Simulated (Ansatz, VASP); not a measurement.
## Two plane-wave programs on Na

```
CELL_PARAMETERS angstrom
3.67234 0.00000 0.00000
-1.83617 3.18034 0.00000
0.00000 0.00000 6.09166
ATOMIC_POSITIONS crystal
Na 0.33333 0.66667 0.25000
Na 0.66667 0.33333 0.75000
```

Alike in both runs: task single point; functional PBEsol; k mesh 15 × 15 × 8; occupations gaussian, width 0.1 eV; no spin polarisation.

|  | VASP | Ansatz |
| --- | --- | --- |
| version | VASP 6.6.1 | Ansatz 0.2.0 |
| potentials or method | VASP PAW PBE potentials, release 64 (Na_pv), cutoff 520 eV | scalar-relativistic, plane waves, PAW |
| valence electrons in the cell | 14 | 18 |

|  | VASP | Ansatz | Ansatz less VASP |
| --- | --- | --- | --- |
| gap on the k mesh at the Fermi level (eV) | none | none | - |
| pressure (GPa) | 0.2 | 0.2 | -0.03 |
| traceless stress, the component that is largest in VASP (GPa) | -0.12 | -0.13 | -0.002 |

VASP's potentials were made for PBE, not for PBEsol. A gap of «none» marks a metal or a gap that the smearing closes. With one functional, cell and mesh, what is left measures potentials, basis and numerics. VASP's potentials hold 14 valence electrons a cell and Ansatz's 18, so a difference there can come from the potentials and not from the codes.
